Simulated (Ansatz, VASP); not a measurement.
## CdS: VASP beside Ansatz

The input INCAR:

```
ALGO = Normal
EDIFF = 1E-6
ENCUT = 520
GGA = PE
ISIF = 2
ISMEAR = -1
LASPH = T
LCHARG = F
LREAL = F
LWAVE = F
NBANDS = 16
NELM = 80
PREC = Accurate
SIGMA = 0.05
```

KPOINTS

```
k-points
0
Gamma
  4 4 4
```

POSCAR

```
CdS
1.0
    4.2611695877      0.0000000000      0.0000000000
   -2.1305847939      3.6902811128      0.0000000000
    0.0000000000      0.0000000000      5.8041729400
Cd S
1 1
Direct
    0.0000000000      0.0000000000      0.4426919200
    0.6666666667      0.3333333333      0.4343080800
```

input.yaml

```yaml
crystal:
  lattice:
    - [4.2611695877, 0.0, 0.0]
    - [-2.1305847939, 3.6902811128, 0.0]
    - [0.0, 0.0, 5.80417294]
  atoms:
    - { symbol: Cd, position: [0.0, 0.0, 0.44269192] }
    - { symbol: S, position: [0.6666666667, 0.3333333333, 0.43430808] }
kpoints:
  mp_grid: { grid: [4, 4, 4] }
scf:
  occupations: { method: fermi_dirac, width: 0.05 }
hamiltonian:
  xc: pbe
  pseudopotentials: { kind: all_electron, datasets: crystal }
output:
  forces: true
  stress: true
  eigenvalues: true
```

Alike in both runs: task single point; functional PBE; k mesh 4 × 4 × 4; occupations fermi-dirac, width 0.05 eV; no spin polarisation.

```csv
,VASP,Ansatz
version,VASP 6.6.1,Ansatz 0.2.0
potentials or method,"VASP PAW PBE potentials, release 64 (Cd, S), cutoff 520 eV",all-electron PAW datasets made for the crystal
```

Ansatz gave:

* gap on the k mesh at the Fermi level (eV): 1.46
* least direct gap on the mesh (eV): 1.46
* pressure (GPa): -0.2
* traceless stress, the component that is largest in VASP (GPa): 0.20

**Question.** Which values does VASP return?

**Answer.** gap on the k mesh at the Fermi level (eV): 1.46; least direct gap on the mesh (eV): 1.46; pressure (GPa): 0.0; traceless stress, the component that is largest in VASP (GPa): 0.02.

Ansatz ran all-electron here, and VASP with PAW potentials.

The k mesh is coarse, so the values compare programs but aren't converged.
